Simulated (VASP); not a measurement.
# MgAl15N16 (a cell with a defect) in VASP: notebook

Runs on MgAl15N16 (a cell with a defect). Level: PBE. Tasks: single point.

All numbers are computed with VASP 6.6.1; they aren't measurements. Logs are shortened: lines on timing, memory, paths and dates and some standing lists are left out, and cuts for length are marked.

### 1 The cell of the first run

The cell holds a defect, 32 atoms: a = 6.260 Å, b = 6.260 Å, c = 10.035 Å, α = 90.00°, β = 90.00°, γ = 120.00°.

### 2 Single point, PBE

INCAR

```
ALGO = Normal ; EDIFF = 1E-6
ENCUT = 520 ; GGA = PE
GGA_COMPAT = False ; ISIF = 2
ISMEAR = -1 ; ISYM = -1
LASPH = True ; LCHARG = False
LREAL = Auto ; LWAVE = False
NBANDS = 86 ; NELECT = 128.0
NELM = 120 ; PREC = Accurate
SIGMA = 0.01
```

KPOINTS

```
explicit points
1
Reciprocal
  0.25000000   0.25000000   0.25000000 1
```

POSCAR

```
MgAl15N16
1.0
    6.2595139128      0.0000000578      0.0000000000
   -3.1297570064      5.4208980350      0.0000000000
    0.0000000000      0.0000000000     10.0348065929
Al Mg N
15 1 16
Direct
    0.3336725648      0.1651380118      0.2515302327
    0.3325233179      0.1660897297      0.7501398251
    0.1660936785      0.3327203840      0.9983778064
    0.3335905203      0.6668272575      0.2513589237
    0.1707617165      0.8354531938      0.4974040366
    0.3323200351      0.6645622444      0.7505135684
    0.1656791360      0.8327034614      1.0001795402
    0.8320211875      0.1652182613      0.2513697023
    0.6632596517      0.3278965721      0.4973626398
    0.8340852300      0.1663608104      0.7504928600
    0.6660069363      0.3329838947      1.0001867915
    0.8331047874      0.6657080146      0.2509196024
    0.6636949160      0.8349096638      0.4975085463
    0.8329322839      0.6657028769      0.7477771176
    0.6660999690      0.8326562391      1.0001208383
    0.1652060822      0.3335101876      0.5007800270
    0.3382244701      0.1604705670      0.4363221500
    0.1676350446      0.3310528583      0.1884316750
    0.3326103595      0.1659901047      0.9408544955
    0.1674520798      0.3312289469      0.7033973737
    0.3398266844      0.6830351511      0.4359150088
    0.1658364525      0.8303129682      0.1880690481
    0.3325176105      0.6695365380      0.9411533602
    0.1678760277      0.8313097836      0.6899023985
    0.8155840846      0.1587209448      0.4359083829
    0.6683901506      0.3328869227      0.1880803918
    0.8291728540      0.1661442732      0.9411302766
    0.6673879762      0.3307811982      0.6899103114
    0.8316399952      0.6670572745      0.4401077155
    0.6683288126      0.8304001695      0.1880835662
    0.8314139649      0.6671535534      0.9383983695
    0.6671637627      0.8314108741      0.6904451515
```

Potentials or basis: VASP PAW PBE potentials, release 64 (Al, Mg, N).

The run is started by

```sh
$ cat potpaw_PBE.64/Al/POTCAR potpaw_PBE.64/Mg/POTCAR potpaw_PBE.64/N/POTCAR > POTCAR
$ mpirun -np 1 vasp_std > vasp.out
```

OUTCAR:

```text
EDIFF = 1E-6
   ENCUT = 520
   GGA = PE
   ISIF = 2
   ISMEAR = -1
   ISYM = -1
   LASPH = True
   LREAL = Auto
   NELECT = 128.0
   NELM = 120
   PREC = Accurate

 ion  position               nearest neighbor table
   1  0.334  0.165  0.252-  17 1.86  18 1.91  26 1.92  22 1.92   9 3.05   5 3.05  16 3.10  11 3.10
                             7 3.10   4 3.12   8 3.12   3 3.12  12 3.13  12 3.13   8 3.14   4 3.14
   2  0.333  0.166  0.750-  20 1.85  24 1.91  28 1.91  19 1.91   3 3.08  16 3.09   7 3.09  11 3.09
                             5 3.11   9 3.11  10 3.12   6 3.12  14 3.13  14 3.13   6 3.14  10 3.14
   3  0.166  0.333  0.998-  19 1.90  18 1.91  23 1.91  27 1.91   6 3.07  10 3.07   2 3.08   8 3.12
                             4 3.12   1 3.12  11 3.13   7 3.13  15 3.13  15 3.13   7 3.13  11 3.13
   4  0.334  0.667  0.251-  21 1.85  22 1.90  30 1.92  18 1.93  13 3.05   5 3.05  16 3.09  15 3.10
                             7 3.10   3 3.12   1 3.12   8 3.12  12 3.13  12 3.13   8 3.14   1 3.14
   5  0.171  0.835  0.497-  21 1.85  17 1.87  29 1.93  24 1.93   1 3.05   4 3.05  12 3.08   9 3.08
                            13 3.09   2 3.11  14 3.11   6 3.11  16 3.12  16 3.14  13 3.17   9 3.18
   6  0.332  0.665  0.751-  20 1.87  24 1.90  32 1.91  23 1.91   3 3.07  16 3.08  15 3.09   7 3.09
                            13 3.11   5 3.11  10 3.12   2 3.12  14 3.13  14 3.13   2 3.14  10 3.14
   7  0.166  0.833  0.000-  23 1.88  22 1.89  19 1.90  31 1.92   2 3.09   6 3.09  12 3.10   1 3.10
                             4 3.10  14 3.11  15 3.13  11 3.13   3 3.13   3 3.13  11 3.13  15 3.13
   8  0.832  0.165  0.251-  25 1.85  26 1.90  30 1.92  18 1.93  13 3.05   9 3.05  16 3.09  15 3.10
                            11 3.10   3 3.12   1 3.12   4 3.12  12 3.13  12 3.13   4 3.14   1 3.14
   9  0.663  0.328  0.497-  25 1.85  17 1.87  29 1.93  28 1.93   1 3.05   8 3.05  12 3.08   5 3.08
                            13 3.09   2 3.11  14 3.11  10 3.11  16 3.12  16 3.14  13 3.17   5 3.18
  10  0.834  0.166  0.750-  20 1.87  28 1.90  32 1.91  27 1.91   3 3.07  16 3.08  15 3.09  11 3.09
                            13 3.11   9 3.11   6 3.12   2 3.12  14 3.13  14 3.13   2 3.14   6 3.14
  11  0.666  0.333  0.000-  27 1.88  26 1.89  19 1.90  31 1.91   2 3.09  10 3.09  12 3.10   1 3.10
                             8 3.10  14 3.11  15 3.13   7 3.13   3 3.13   3 3.13   7 3.13  15 3.13
  12  0.833  0.666  0.251-  30 1.89  29 1.90  22 1.91  26 1.91   5 3.08   9 3.08  13 3.08   7 3.10
                            11 3.10  15 3.10   4 3.13   8 3.13   1 3.13   1 3.13   8 3.13   4 3.13
  13  0.664  0.835  0.498-  25 1.86  21 1.86  29 1.91  32 1.94   4 3.05   8 3.05  12 3.08   9 3.09
                             5 3.09  14 3.11   6 3.11  10 3.11  16 3.13  16 3.13   5 3.17   9 3.17
  14  0.833  0.666  0.748-  32 1.89  28 1.91  24 1.91  31 1.91   5 3.11   9 3.11  11 3.11   7 3.11
                            13 3.11  15 3.11  10 3.13   6 3.13   2 3.13   2 3.13   6 3.13  10 3.13
  15  0.666  0.833  0.000-  30 1.89  31 1.90  27 1.90  23 1.90  10 3.09   6 3.09   4 3.10   8 3.10
                            12 3.10  14 3.11   7 3.13  11 3.13   3 3.13   3 3.13  11 3.13   7 3.13
  16  0.165  0.334  0.501-  17 1.98  21 2.00  25 2.00  20 2.03   6 3.08  10 3.08   8 3.09   4 3.09
                             2 3.09   1 3.10   9 3.12   5 3.12  13 3.13  13 3.13   5 3.14   9 3.14
  17  0.338  0.160  0.436-   1 1.86   9 1.87   5 1.87  16 1.98
  18  0.168  0.331  0.188-   3 1.91   1 1.91   8 1.93   4 1.93
  19  0.333  0.166  0.941-   3 1.90   7 1.90  11 1.90   2 1.91
  20  0.167  0.331  0.703-   2 1.85   6 1.87  10 1.87  16 2.03
  21  0.340  0.683  0.436-   5 1.85   4 1.85  13 1.86  16 2.00
  22  0.166  0.830  0.188-   7 1.89   4 1.90  12 1.91   1 1.92
[... 8 lines left out ...]
  31  0.831  0.667  0.938-  15 1.90  14 1.91  11 1.91   7 1.92
  32  0.667  0.831  0.690-  14 1.89   6 1.91  10 1.91  13 1.94

IMPORTANT INFORMATION: All symmetrisations will be switched off!
[... 44 lines left out ...]
   NFREE  =      0    steps in history (QN), initial steepest desc. (CG)
   ISIF   =      2    stress and relaxation
   ISYM   =     -1    0-nonsym 1-usesym 2-fastsym
   POTIM  = 0.5000    time-step for ionic-motion
   TEBEG  =    0.0;   TEEND  =   0.0 temperature during run
   PSTRESS=    0.0 pullay stress
   NELECT =     128.0000    total number of electrons
   NUPDOWN=      -1.0000    fix difference up-down
   EMIN   =  10.00;   EMAX   =-10.00  energy-range for DOS
   EFERMI =   0.00;   METHOD = LEGACY
   ISMEAR =    -1;   SIGMA  =   0.01  broadening in eV -4-tet -1-fermi 0-gaus
   EFERMI_NEDOS =   21; number of points for ismear=-14 and -15
   IALGO  =     38    algorithm
   IMIX   =      4    mixing-type and parameters
     AMIX     =   0.40;   BMIX     =  1.00
     AMIX_MAG =   1.60;   BMIX_MAG =  1.00
  volume/ion in A,a.u.               =      10.64        71.81
  Fermi-wavevector in a.u.,A,eV,Ry     =   1.181511  2.232733 18.993310  1.395969
  Thomas-Fermi vector in A             =   2.317783
   LORBIT       =      0    0 simple, 1 ext, 2 COOP (PROOUT), +10 PAW based schemes
   GGA     = PE    functional components
[... 5 lines left out ...]
 non-spin polarized calculation
  energy-cutoff  :      520.00
  volume of cell :      340.50
 maximum number of plane-waves:      9148
 NGX is ok and might be reduce to    48
   NGX = 23   NGY = 23   NGZ = 37

 number of electron     127.9999996 magnetization

 Free energy of the ion-electron system (eV)
  ---------------------------------------------------
  ext. energy  EPLUGINS =         0.00000000
  ---------------------------------------------------
  free energy    TOTEN  =      -229.75150637 eV

  energy without entropy =     -229.75150637  energy(sigma->0) =     -229.75150637

 E-fermi :   6.0896     XC(G=0): -10.8547

 val. band max:        5.8473237203   @ k =   0.2500   0.2500   0.2500
 cond. band min:      11.1821176016   @ k =   0.2500   0.2500   0.2500
 fundamental gap:      5.3347938813
 Fermi energy:         6.0895702011

 k-point     1 :       0.2500    0.2500    0.2500
  band No.  band energies     occupation
      1      -8.8035      2.00000
      2      -8.3009      2.00000
      3      -8.2069      2.00000
      4      -8.1354      2.00000
      5      -7.7935      2.00000
      6      -7.6756      2.00000
[... 68 lines left out ...]
     75      12.7792      0.00000
     76      12.9376      0.00000
 [bands above 76 left out]

------------------------ aborting loop because EDIFF is reached ----------------------------------------

  FORCE on cell =-STRESS in cart. coord.  units (eV):
  Direction    XX          YY          ZZ          XY          YZ          ZX
  --------------------------------------------------------------------------------------
  -------------------------------------------------------------------------------------
  Total       16.1739460      6.0264585     20.1449313     -8.8088328      0.2965533      0.0902719
  in kB       76.1036901     28.3564524     94.7884710    -41.4484307      1.3953801      0.4247588
  external PRESSURE =      66.4162045 kB  Pullay stress =       0.0000000 kB

 VOLUME and BASIS-vectors are now :
 -----------------------------------------------------------------------------
  energy-cutoff  :      520.00
  volume of cell :      340.50
      direct lattice vectors                 reciprocal lattice vectors
     6.259513913  0.000000058  0.000000000     0.159756813  0.092235641  0.000000000
    -3.129757006  5.420898035  0.000000000    -0.000000002  0.184471279  0.000000000
     0.000000000  0.000000000 10.034806593     0.000000000  0.000000000  0.099653141

 POSITION                                       TOTAL-FORCE (eV/Angst)
 -----------------------------------------------------------------------------------
      1.57179      0.89520      2.52406        -0.005448     -0.001267     -0.001598
      1.56161      0.90036      7.52751         0.006511     -0.001599      0.005077
     -0.00167      1.80364     10.01853        -0.003115     -0.004630     -0.003370
      0.00111      3.61480      2.52234        -0.000058     -0.003610     -0.000514
     -1.54588      4.52891      4.99135         0.003959     -0.007339      0.002850
      0.00024      3.60252      7.53126         0.002643      0.005440     -0.003517
[... 24 lines left out ...]
      3.11622      3.61657      9.41665         0.002668      0.000471     -0.004321
      1.57401      4.50699      6.92848        -0.005903     -0.000414      0.002608
 -----------------------------------------------------------------------------------
    total drift:                               -0.005672     -0.008667      0.005041

  FREE ENERGIE OF THE ION-ELECTRON SYSTEM (eV)
  ---------------------------------------------------
  free  energy   TOTEN  =      -229.7515063667 eV

  energy  without entropy=     -229.7515063667  energy(sigma->0) =     -229.75150637
```

Wall time 74 s (1 thread of Intel Xeon Platinum 8559C (Emerald Rapids), shared host); peak memory 0.42 GiB.

Results:

```
Free energy   : -229.7515 eV
Largest force : 0.011 eV/Å
```

Forces on the atoms (eV/Å):
```
Al  -0.005 -0.001 -0.002
Al   0.007 -0.002  0.005
Al  -0.003 -0.005 -0.003
Al   0.000 -0.004 -0.001
Al   0.004 -0.007  0.003
Al   0.003  0.005 -0.004
Al  -0.003 -0.001  0.004
Al  -0.004 -0.002 -0.004
Al   0.009  0.001  0.006
Al   0.004 -0.003 -0.002
Al  -0.003  0.000  0.002
Al   0.002 -0.004  0.002
Al   0.003  0.001  0.001
Al   0.001  0.003  0.001
Al  -0.003  0.000  0.001
Mg   0.008 -0.006  0.001
N   -0.002  0.005  0.001
N    0.003  0.003  0.001
N    0.004  0.001 -0.007
N   -0.007  0.002 -0.001
N   -0.004  0.001  0.008
N   -0.002  0.001 -0.001
N    0.004  0.001 -0.004
N   -0.004  0.004 -0.004
N   -0.001  0.005  0.009
N    0.003  0.002 -0.004
N    0.000  0.000 -0.002
N   -0.007 -0.002 -0.007
N   -0.002 -0.001  0.005
N    0.000  0.002 -0.002
N    0.003  0.000 -0.004
N   -0.006  0.000  0.003
```

Levels at points of the mesh, in eV from the Fermi level:
```tsv
k point	band 62	band 63	band 64	band 65	band 66	band 67
(0.25, 0.25, 0.25)	-0.72	-0.40	-0.24	5.09	5.62	5.77
```

Caveat: the cell carries a net charge on a neutralising background, which shifts energy and pressure; the cell is charged against a uniform background, so pressure and absolute levels hang on convention.

### 3 Single point, PBE

INCAR

```
PREC = Accurate
ENCUT = 520
EDIFF = 1E-6
ISMEAR = -1
SIGMA = 0.01
LREAL = Auto
LASPH = T
NELM = 120
ALGO = Normal
ISIF = 2
LWAVE = F
LCHARG = F
GGA = PE
NELECT = 126.0
NBANDS = 86
GGA_COMPAT = F
ISYM = -1
```

KPOINTS is that of step 2.

POSCAR

```
MgAl15N16
1.0
    6.2595139128      0.0000000578      0.0000000000
   -3.1297570064      5.4208980350      0.0000000000
    0.0000000000      0.0000000000     10.0348065929
Al Mg N
15 1 16
Direct
    0.3339688678      0.1613248519      0.2460109775
    0.3387706511      0.1664625223      0.7509642650
    0.1665058369      0.3332580194      0.9990416958
    0.3314153516      0.6641310075      0.2479988336
    0.1628707382      0.8310543758      0.5014855502
    0.3385266597      0.6726274748      0.7504758787
    0.1632152244      0.8310287300      0.9986474769
    0.8282225507      0.1631169818      0.2479700400
    0.6714065242      0.3392576784      0.5013371202
    0.8336562098      0.1677996252      0.7508479320
    0.6674243331      0.3369284503      0.9986152425
    0.8320670613      0.6654441960      0.2489027603
    0.6645667677      0.8384877773      0.4988601496
    0.8346704100      0.6700347011      0.7498358115
    0.6663832180      0.8335907994      0.9999020246
    0.1637677312      0.3322013983      0.4976480422
    0.3461047376      0.1565562787      0.4352909197
    0.1660481260      0.3274839048      0.1910284336
    0.3319847760      0.1675962647      0.9422379368
    0.1743197865      0.3355160479      0.7048099009
    0.3380014731      0.6871137485      0.4361549745
    0.1651796608      0.8275940245      0.1875823868
    0.3321242125      0.6679966898      0.9417107048
    0.1699762389      0.8342104202      0.6914845381
    0.8130798086      0.1622149595      0.4341907691
    0.6680586261      0.3324817238      0.1873249685
    0.8321599241      0.1693203114      0.9419467640
    0.6721496009      0.3359781859      0.6912708352
    0.8310562523      0.6708425893      0.4399439432
    0.6655471723      0.8282780485      0.1890220373
    0.8312492815      0.6696328356      0.9392638392
    0.6709842541      0.8364629490      0.6899961599
```

Potentials or basis: VASP PAW PBE potentials, release 64 (Al, Mg, N).

The run is started by

```sh
$ cat potpaw_PBE.64/Al/POTCAR potpaw_PBE.64/Mg/POTCAR potpaw_PBE.64/N/POTCAR > POTCAR
$ mpirun -np 1 vasp_std > vasp.out
```

Run time: 1.9 min. Hardware: 1 thread of Intel Xeon Platinum 8559C (Emerald Rapids), shared host; peak memory 0.42 GiB.

It converged, with:

| Property | Result |
| --- | --- |
| Free energy | -240.9049 eV |
| Largest force | 0.018 eV/Å |

Forces in eV/Å, atoms in the order of the input:
```
Al  -0.007 -0.004 -0.003
Al  -0.002  0.004 -0.006
Al  -0.002  0.001  0.006
Al  -0.004 -0.006 -0.001
Al  -0.001 -0.002  0.003
Al   0.004  0.002  0.001
Al   0.004 -0.003 -0.002
Al  -0.011 -0.005  0.003
Al  -0.006  0.002 -0.001
Al   0.006  0.007 -0.009
Al   0.003 -0.002  0.001
Al  -0.005 -0.002  0.005
Al  -0.001  0.001  0.003
Al   0.001 -0.002  0.001
Al   0.000 -0.001  0.004
Mg  -0.002  0.013 -0.013
N    0.001 -0.003  0.007
N    0.003  0.005 -0.006
N   -0.001 -0.001 -0.004
N    0.000 -0.006  0.008
N    0.004  0.006 -0.002
N    0.003  0.002 -0.001
N   -0.002  0.001 -0.010
N    0.000 -0.005 -0.002
N    0.010 -0.002  0.009
N    0.003  0.000 -0.001
N    0.000  0.001  0.008
N   -0.002  0.000  0.006
N    0.002 -0.005  0.002
N    0.002  0.007 -0.004
N    0.000  0.001 -0.003
N   -0.002 -0.005  0.000
```

Levels at points of the mesh, in eV from the Fermi level:
```csv
k point,band 61,band 62,band 63,band 64,band 65,band 66
"(0.25, 0.25, 0.25)",-0.39,-0.19,-0.04,0.04,5.91,6.30
```

Caveat: the cell carries a net charge on a neutralising background, which shifts energy and pressure; the cell is charged against a uniform background, so pressure and absolute levels hang on convention.

### 4 Single point, PBE

INCAR

```
PREC = Accurate ; ENCUT = 520
EDIFF = 1E-6 ; ISMEAR = -1
SIGMA = 0.01 ; LREAL = Auto
LASPH = T ; NELM = 120
ALGO = Normal ; ISIF = 2
LWAVE = F ; LCHARG = T
GGA = PE ; LELF = T
LVHAR = T ; NBANDS = 86
NELECT = 128.0 ; GGA_COMPAT = F
ISYM = -1
```

KPOINTS is that of step 3.

POSCAR

```
MgAl15N16
1.0
    6.2595139128      0.0000000578      0.0000000000
   -3.1297570064      5.4208980350      0.0000000000
    0.0000000000      0.0000000000     10.0348065929
Al Mg N
15 1 16
Direct
    0.3336725648      0.1651380118      0.2515302327
    0.3325233179      0.1660897297      0.7501398251
    0.1660936785      0.3327203840      0.9983778064
    0.3335905203      0.6668272575      0.2513589237
    0.1707617165      0.8354531938      0.4974040366
    0.3323200351      0.6645622444      0.7505135684
    0.1656791360      0.8327034614      1.0001795402
    0.8320211875      0.1652182613      0.2513697023
    0.6632596517      0.3278965721      0.4973626398
    0.8340852300      0.1663608104      0.7504928600
    0.6660069363      0.3329838947      1.0001867915
    0.8331047874      0.6657080146      0.2509196024
    0.6636949160      0.8349096638      0.4975085463
    0.8329322839      0.6657028769      0.7477771176
    0.6660999690      0.8326562391      1.0001208383
    0.1652060822      0.3335101876      0.5007800270
    0.3382244701      0.1604705670      0.4363221500
    0.1676350446      0.3310528583      0.1884316750
    0.3326103595      0.1659901047      0.9408544955
    0.1674520798      0.3312289469      0.7033973737
    0.3398266844      0.6830351511      0.4359150088
    0.1658364525      0.8303129682      0.1880690481
    0.3325176105      0.6695365380      0.9411533602
    0.1678760277      0.8313097836      0.6899023985
    0.8155840846      0.1587209448      0.4359083829
    0.6683901506      0.3328869227      0.1880803918
    0.8291728540      0.1661442732      0.9411302766
    0.6673879762      0.3307811982      0.6899103114
    0.8316399952      0.6670572745      0.4401077155
    0.6683288126      0.8304001695      0.1880835662
    0.8314139649      0.6671535534      0.9383983695
    0.6671637627      0.8314108741      0.6904451515
```

The run is started by

```sh
$ cat potpaw_PBE.64/Al/POTCAR potpaw_PBE.64/Mg/POTCAR potpaw_PBE.64/N/POTCAR > POTCAR
$ mpirun -np 1 vasp_std > vasp.out
```

Run time: 1.8 min. Hardware: 1 thread of Intel Xeon Platinum 8559C (Emerald Rapids), shared host; peak memory 0.42 GiB.

Results (log left out):

| Item | Value |
| --- | --- |
| Free energy | -229.7515 eV |
| Largest force | 0.011 eV/Å |

Forces on the atoms (eV/Å):
```
Al  -0.005 -0.001 -0.002
Al   0.007 -0.002  0.005
Al  -0.003 -0.005 -0.003
Al   0.000 -0.004 -0.001
Al   0.004 -0.007  0.003
Al   0.003  0.005 -0.004
Al  -0.003 -0.001  0.004
Al  -0.004 -0.002 -0.004
Al   0.009  0.001  0.006
Al   0.004 -0.003 -0.002
Al  -0.003  0.000  0.002
Al   0.002 -0.004  0.002
Al   0.003  0.001  0.001
Al   0.001  0.003  0.001
Al  -0.003  0.000  0.001
Mg   0.008 -0.006  0.001
N   -0.002  0.005  0.001
N    0.003  0.003  0.001
N    0.004  0.001 -0.007
N   -0.007  0.002 -0.001
N   -0.004  0.001  0.008
N   -0.002  0.001 -0.001
N    0.004  0.001 -0.004
N   -0.004  0.004 -0.004
N   -0.001  0.005  0.009
N    0.003  0.002 -0.004
N    0.000  0.000 -0.002
N   -0.007 -0.002 -0.007
N   -0.002 -0.001  0.005
N    0.000  0.002 -0.002
N    0.003  0.000 -0.004
N   -0.006  0.000  0.003
```

Levels at points of the mesh, in eV from the Fermi level:
| k point | band 61 | band 62 | band 63 | band 64 | band 65 | band 66 | band 67 | band 68 |
| --- | --- | --- | --- | --- | --- | --- | --- | --- |
| (0.25, 0.25, 0.25) | -0.98 | -0.72 | -0.40 | -0.24 | 5.09 | 5.62 | 5.77 | 5.80 |

Caveat: the cell carries a net charge on a neutralising background, which shifts energy and pressure; the cell is charged against a uniform background, so pressure and absolute levels hang on convention.
